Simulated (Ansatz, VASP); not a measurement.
PbF2 in VASP and in Ansatz

```
CELL_PARAMETERS angstrom
0.00000 2.96366 2.96366
2.96366 0.00000 2.96366
2.96366 2.96366 0.00000
ATOMIC_POSITIONS crystal
Pb 0.00000 0.00000 0.00000
F 0.75000 0.75000 0.75000
F 0.25000 0.25000 0.25000
```

Alike in both runs: task relaxation of cell and atoms; functional r2SCAN; dispersion D4; k mesh 8 × 8 × 8; occupations fermi-dirac, width 0.05 eV; no spin polarisation.

|  | VASP | Ansatz |
| --- | --- | --- |
| version | VASP 6.6.1 | Ansatz 0.2.0 |
| potentials or method | VASP PAW PBE potentials, release 64 (Pb_d, F) | Ansatz PAW |
| plane-wave cutoff (eV) | 660 | 500 |
| valence electrons in the cell | 28 | 28 |

Ansatz gave:

| Quantity | Value |
| --- | --- |
| gap on the k mesh at the Fermi level, each at its own relaxed structure (eV) | 4.93 |
| relaxed volume (Å³/atom) | 17.51 |
| relaxed length of the cell vector where the two differ most in proportion (Å) | 4.203 |

Task: Estimate VASP's values.

Result: gap on the k mesh at the Fermi level, each at its own relaxed structure (eV): 4.94; relaxed volume (Å³/atom): 17.39; relaxed length of the cell vector where the two differ most in proportion (Å): 4.194.

VASP's potentials were made for PBE, not for r2SCAN.

Spin-orbit coupling is off throughout. Noted on Ansatz's run: the plane-wave basis is chosen anew once the cell has moved, so the energies of steps on either side of that aren't comparable.
